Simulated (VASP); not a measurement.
Write the native input for VASP 6.6.1 that does the following.

- Task: single point
- Functional: PBEsol
- Potentials or basis: VASP PAW PBE potentials, release 64 (Sn_d, O)
- Cutoff: 520 eV
- k mesh: 12 × 12 × 10
- Occupations: gaussian, width 0.1 eV
- Spin: no spin polarisation
- Dipole correction: no
- Further INCAR settings: ALGO = Normal; EDIFF = 1e-07; NBANDS = 28

The structure of SnO lies in POSCAR:

```
SnO
1.0
    3.7876865089      0.0000000000      0.0000000000
    0.0000000000      3.7876865089      0.0000000000
    0.0000000000      0.0000000000      4.6524154985
Sn O
2 2
Direct
    0.5000000000      0.0000000000      0.2480945193
    0.0000000000      0.5000000000      0.7519054807
    0.0000000000      0.0000000000      0.0000000000
    0.5000000000      0.5000000000      0.0000000000
```

One way to write it, as run:

INCAR

```
  ALGO = Normal
  EDIFF = 1E-7
  ENCUT = 520
  GGA = PS
  ISIF = 2
  ISMEAR = 0
  LASPH = T
  LCHARG = F
  LREAL = F
  LWAVE = F
  NBANDS = 28
  NELM = 80
  PREC = Accurate
  SIGMA = 0.1
```

KPOINTS

```
k-points
0
Gamma
  12 12 10
```

Potentials or basis: VASP PAW PBE potentials, release 64 (Sn_d, O).

The run is started by

```sh
$ cat potpaw_PBE.64/Sn_d/POTCAR potpaw_PBE.64/O/POTCAR > POTCAR
$ mpirun -np 1 vasp_std > vasp.out
```

Results of the run:

```yaml
Pressure: 1.4 GPa
Largest_force: 0.077 eV/Å
Band_gap_on_the_k_mesh: zero (bands 20 and 21 overlap by 0.30 eV)
```

Caveat: semilocal functionals underestimate gaps, and a narrow one can read as zero; the PAW data sets were made with another functional, which shifts forces and pressure a little; spin-orbit coupling is left out, which moves the levels of the heavy elements.

Wall time 96 s on 1 thread of Intel(R) Xeon(R) 6975P-C (Granite Rapids), with other jobs on the host, peak memory 0.36 GiB.
